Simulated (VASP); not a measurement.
Input of a VASP 6.6.1 run:

Contents of POSCAR:

```
GaN
1.0
    3.1831168328      0.0000000000      0.0000000000
   -1.5915584164      2.7566600404      0.0000000000
    0.0000000000      0.0000000000      5.1833725835
Ga N
2 2
Direct
    0.3333333333      0.6666666667      0.0026078057
    0.6666666667      0.3333333333      0.5026078057
    0.3333333333      0.6666666667      0.3793921943
    0.6666666667      0.3333333333      0.8793921943
```

File INCAR.step1:

```
  PREC = Accurate
  ENCUT = 910
  ISMEAR = 0
  SIGMA = 0.01
  LREAL = F
  LASPH = T
  NELM = 120
  NBANDS = 26
  GGA = PE
  ALGO = Normal
  EDIFF = 1E-5
  LWAVE = T
  LCHARG = F
  GGA_COMPAT = F
```

INCAR.step2

```
  PREC = Accurate
  ENCUT = 910
  EDIFF = 1E-6
  ISMEAR = 0
  SIGMA = 0.01
  LREAL = F
  LASPH = T
  NELM = 120
  ALGO = Normal
  ISIF = 2
  LWAVE = F
  LCHARG = F
  METAGGA = R2SCAN
  LMIXTAU = T
  NBANDS = 26
  ISTART = 1
  GGA_COMPAT = F
```

File KPOINTS:

```
Automatic mesh
0
Gamma
  8 8 5
```

Potentials or basis: VASP PAW PBE potentials, release 64 (Ga_d, N_h).

Command:

```console
$ cat potpaw_PBE.64/Ga_d/POTCAR potpaw_PBE.64/N_h/POTCAR > POTCAR
$ cp INCAR.step1 INCAR
$ mpirun -np 1 vasp_std > vasp.out
$ cp INCAR.step2 INCAR
$ mpirun -np 1 vasp_std > vasp.out
```

**Question.** Estimate the pressure.

**Answer.** 1.0 GPa.

**Question.** What does it give for the band gap on the k mesh?

**Answer.** 2.34 eV, direct.

Forces on the atoms (eV/Å):
```
Ga   0.000  0.000  0.006
Ga   0.000  0.000  0.006
N    0.000  0.000 -0.006
N    0.000  0.000 -0.006
```

Caveat: the cutoff is under 1.25 times the usual one of these potentials, so pressure, stress and relaxed cells hold a basis-set (Pulay) error; the PAW data sets were made with another functional, which shifts forces and pressure a little. r2SCAN opens gaps a little over a GGA but as a rule still falls short of measured ones.
